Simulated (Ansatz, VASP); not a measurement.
# One calculation of TlInTe, two programs

```
Tl In Te
1.0
     5.25271    0.00000    0.00000
    -2.62636    4.54898    0.00000
     0.00000    0.00000    4.21086
Tl In Te
1 1 1
Direct
  0.00000 0.00000 0.50000
  0.33333 0.66667 0.50000
  0.66667 0.33333 0.00000
```

Change from the starting cell: species swapped into the CaGaSi type (P-6m2, No. 187).

Alike in both runs: functional PBE; k mesh 12 × 12 × 10; occupations gaussian, width 0.1 eV; no spin polarisation.

Ansatz relaxed the structure, and its values are those at the end. VASP's run is a single point on that final structure, the one shown.

|  | VASP | Ansatz |
| --- | --- | --- |
| version | VASP 6.6.1 | Ansatz 0.2.0 |
| potentials or method | VASP PAW PBE potentials, release 64 (Tl_d, In_d, Te), cutoff 520 eV | scalar-relativistic, plane waves, PAW |
| valence electrons in the cell | 32 | 42 |

|  | VASP | Ansatz | Ansatz less VASP |
| --- | --- | --- | --- |
| gap on the k mesh at the Fermi level (eV) | none | none | - |
| pressure (GPa) | 0.0 | 0.0 | +0.03 |

A gap of «none» marks a metal or a gap that the smearing closes. With one functional, cell and mesh, what is left measures potentials, basis and numerics. VASP's potentials hold 32 valence electrons a cell and Ansatz's 42, so a difference there can come from the potentials and not from the codes.

Spin-orbit coupling is off throughout.
